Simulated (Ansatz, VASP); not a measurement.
# Two plane-wave programs on CdSe

```
CELL_PARAMETERS angstrom
4.30000 0.00000 0.00000
-2.15000 3.72391 0.00000
0.00000 0.00000 7.02000
ATOMIC_POSITIONS crystal
Cd 0.33333 0.66667 0.00000
Cd 0.66667 0.33333 0.50000
Se 0.33333 0.66667 0.38500
Se 0.66667 0.33333 0.88500
```

Alike in both runs: task single point; functional PBEsol; k mesh 12 × 12 × 6; occupations gaussian, width 0.05 eV; no spin polarisation.

```csv
,VASP,Ansatz
version,VASP 6.6.1,Ansatz 0.2.0
potentials or method,"VASP PAW PBE potentials, release 64 (Cd, Se), cutoff 520 eV","scalar-relativistic, plane waves, PAW"
valence electrons in the cell,36,72
```

```csv
,VASP,Ansatz,Ansatz less VASP
gap on the k mesh at the Fermi level (eV),0.58,0.58,-0.002
pressure (GPa),0.5,0.2,-0.34
"traceless stress, the component that is largest in VASP (GPa)",-1.26,-1.21,+0.054
rms of the force components (eV/Å),0.158,0.153,-0.0058
```

VASP's potentials were made for PBE, not for PBEsol. Atom by atom the forces differ by 0.006 eV/Å (rms over components). The functional is the same, so the differences come from potentials, cutoffs and numerics. VASP's potentials hold 36 valence electrons a cell and Ansatz's 72, so a difference there can come from the potentials and not from the codes.
